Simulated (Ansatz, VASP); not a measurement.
Two plane-wave programs on Ta4C3

File POSCAR:

```
Ta4C3
1.0
    4.4247933843      0.0000000000      0.0000000000
    0.0000000000      4.4247933843      0.0000000000
    0.0000000000      0.0000000000      4.4247933843
Ta C
4 3
Direct
   -0.0101699664      0.5000000000      0.5000000000
    0.5028318778      0.0000000000      0.5000000000
    0.5028318778      0.5000000000      0.0000000000
    0.0040630554      0.0000000000      0.0000000000
    0.5013705377      0.0000000000      0.0000000000
    0.0026528401      0.5000000000      0.0000000000
    0.0026528401      0.0000000000      0.5000000000
```

File INCAR.step1:

```
PREC     = Accurate       # precision mode
ENCUT    = 520            # plane-wave cutoff, eV
ISMEAR   = 0              # smearing method
SIGMA    = 0.15           # smearing width, eV
LREAL    = F              # projectors in reciprocal space
LASPH    = T              # aspherical terms in the spheres
NELM     = 60             # most SCF steps
NBANDS   = 37             # bands
GGA      = PE             # functional
ALGO     = Normal         # electronic algorithm
EDIFF    = 1E-4           # SCF threshold, eV
LWAVE    = T              # write WAVECAR
LCHARG   = F              # write CHGCAR
```

The input INCAR.step2:

```
PREC     = Accurate       # precision mode
ENCUT    = 520            # plane-wave cutoff, eV
EDIFF    = 1E-7           # SCF threshold, eV
ISMEAR   = 0              # smearing method
SIGMA    = 0.15           # smearing width, eV
LREAL    = F              # projectors in reciprocal space
LASPH    = T              # aspherical terms in the spheres
NELM     = 60             # most SCF steps
ALGO     = Normal         # electronic algorithm
ISIF     = 2              # what is computed and relaxed
LWAVE    = F              # write WAVECAR
LCHARG   = T              # write CHGCAR
METAGGA  = R2SCAN         # meta-GGA
LMIXTAU  = T            
LELF     = T              # ELF
LVHAR    = T            
NBANDS   = 37             # bands
ISTART   = 1
```

Contents of KPOINTS:

```
Automatic mesh
0
Gamma
  10 10 10
```

Input for Ansatz:

```yaml
crystal:
  lattice:
    - [4.4247933843, 0.0, 0.0]
    - [0.0, 4.4247933843, 0.0]
    - [0.0, 0.0, 4.4247933843]
  atoms:
    - { symbol: Ta, position: [-0.0101699664, 0.5, 0.5] }
    - { symbol: Ta, position: [0.5028318778, 0.0, 0.5] }
    - { symbol: Ta, position: [0.5028318778, 0.5, 0.0] }
    - { symbol: Ta, position: [0.0040630554, 0.0, 0.0] }
    - { symbol: C, position: [0.5013705377, 0.0, 0.0] }
    - { symbol: C, position: [0.0026528401, 0.5, 0.0] }
    - { symbol: C, position: [0.0026528401, 0.0, 0.5] }
basis:
  ecutwfc: 500
kpoints:
  mp_grid: { grid: [10, 10, 10] }
hamiltonian:
  xc: r2scan
scf:
  occupations: { method: gaussian, width: 0.15 }
output:
  forces: true
  stress: true
  eigenvalues: true
```

Change from the starting cell: mode 4 (104.0 1/cm) frozen in, largest displacement +0.045 Å.

Alike in both runs: task single point; functional r2SCAN; k mesh 10 × 10 × 10; occupations gaussian, width 0.15 eV; no spin polarisation.

```csv
,VASP,Ansatz
version,VASP 6.6.1,Ansatz 0.2.0
potentials or method,"VASP PAW PBE potentials, release 64 (Ta_pv, C), cutoff 520 eV","scalar-relativistic, plane waves, PAW"
valence electrons in the cell,56,64
```

```csv
,VASP,Ansatz,Ansatz less VASP
gap on the k mesh at the Fermi level (eV),none,none,-
pressure (GPa),1.2,0.1,-1.07
"traceless stress, the component that is largest in VASP (GPa)",-0.06,-0.07,-0.002
rms of the force components (eV/Å),0.079,0.080,+0.0009
```

VASP's potentials were made for PBE, not for r2SCAN. Atom by atom the forces differ by 0.001 eV/Å (rms over components). A gap of «none» marks a metal or a gap that the smearing closes. With one functional, cell and mesh, what is left measures potentials, basis and numerics. VASP's potentials hold 56 valence electrons a cell and Ansatz's 64, so a difference there can come from the potentials and not from the codes.

Spin-orbit coupling is off throughout.
